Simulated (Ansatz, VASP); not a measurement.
TiTe2: VASP beside Ansatz

```xyz
3
Lattice="3.7904 0.0000 0.0000 -1.8952 3.2826 0.0000 0.0000 0.0000 6.5559" Properties=species:S:1:pos:R:3 pbc="T T T"
Ti    0.0000    0.0000    0.0000
Te    1.8952    1.0942    1.6901
Te    0.0000    2.1884    4.8658
```

Alike in both runs: task single point; functional PBE-based screened hybrid with a share of 0.2 of exact exchange and HFSCREEN = 0.3; k mesh 6 × 6 × 2; occupations fermi-dirac, width 0.02 eV; no spin polarisation.

```csv
,VASP,Ansatz
version,VASP 6.6.1,Ansatz 0.2.0
potentials or method,"VASP PAW PBE potentials, release 64 (Ti_sv, Te)",plane waves
plane-wave cutoff (eV),520,420
valence electrons in the cell,24,44
```

```tsv
	VASP	Ansatz	Ansatz less VASP
pressure (GPa)	0.1	0.3	+0.17
traceless stress, the component that is largest in VASP (GPa)	0.42	0.38	-0.039
rms of the force components (eV/Å)	0.036	0.034	-0.0012
```

VASP's potentials were made for PBE, not for PBE-based screened hybrid. Atom by atom the forces differ by 0.001 eV/Å (rms over components). The functional is the same, so the differences come from potentials, cutoffs and numerics. VASP's potentials hold 24 valence electrons a cell and Ansatz's 44, so a difference there can come from the potentials and not from the codes. Ansatz's warnings: filled band counts differ across k points, stress exchange threshold loose, stress scf threshold loose.

The k mesh is coarse, so the values compare programs but aren't converged. Neither program's run includes spin-orbit coupling.
